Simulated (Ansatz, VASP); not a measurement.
Zn in VASP and in Ansatz

```
Zn
1.0
     0.00000    1.91566    1.96478
     1.91566    0.00000    1.96478
     1.91566    1.91566    0.00000
Zn
1
Cartesian
  0.0000 0.0000 0.0000
```

Change from the starting cell: strain -0.025 along x and y, +0.000 along z, atoms carried along.

Alike in both runs: task single point; functional PBE; k mesh 20 × 20 × 20; occupations gaussian, width 0.15 eV; no spin polarisation.

|  | VASP | Ansatz |
| --- | --- | --- |
| version | VASP 6.6.1 | Ansatz 0.2.0 |
| potentials or method | VASP PAW PBE potentials, release 64 (Zn), cutoff 520 eV | scalar-relativistic, plane waves, PAW |
| valence electrons in the cell | 12 | 12 |

```tsv
	VASP	Ansatz	Ansatz less VASP
gap on the k mesh at the Fermi level (eV)	none	none	-
pressure (GPa)	4.4	4.0	-0.39
traceless stress, the component that is largest in VASP (GPa)	-1.65	-1.65	+0.001
```

A gap of «none» marks a metal or a gap that the smearing closes.
